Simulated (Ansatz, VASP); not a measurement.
InSe in VASP and in Ansatz

```xyz
4
Lattice="1.9864 1.1469 8.1342 -1.9864 1.1469 8.1342 0.0000 -2.2938 8.1342" Properties=species:S:1:pos:R:3 pbc="T T T"
In    0.0000    0.0000   -0.0123
In    0.0000    0.0000    2.7300
Se    0.0000    0.0000   14.9879
Se    0.0000    0.0000   20.2649
```

Alike in both runs: functional LDA; k mesh 12 × 12 × 12; occupations gaussian, width 0.01 eV; no spin polarisation.

Ansatz relaxed the structure, and its values are those at the end. VASP's run is a single point on that final structure, the one shown.

```csv
,VASP,Ansatz
version,VASP 6.6.1,Ansatz 0.2.0
potentials or method,"VASP PAW LDA potentials, release 64 (In_d, Se), cutoff 520 eV","scalar-relativistic, plane waves, PAW"
valence electrons in the cell,38,58
```

```csv
,VASP,Ansatz,Ansatz less VASP
gap on the k mesh at the Fermi level (eV),0.21,0.20,-0.010
least direct gap on the mesh (eV),0.21,0.20,-0.010
pressure (GPa),0.2,0.0,-0.15
rms of the force components (eV/Å),0.013,0.001,-0.0124
```

LDA's correlation is that of Perdew and Zunger in VASP and of Perdew and Wang (1992) in Ansatz. VASP's potentials hold 38 valence electrons a cell and Ansatz's 58, so a difference there can come from the potentials and not from the codes.
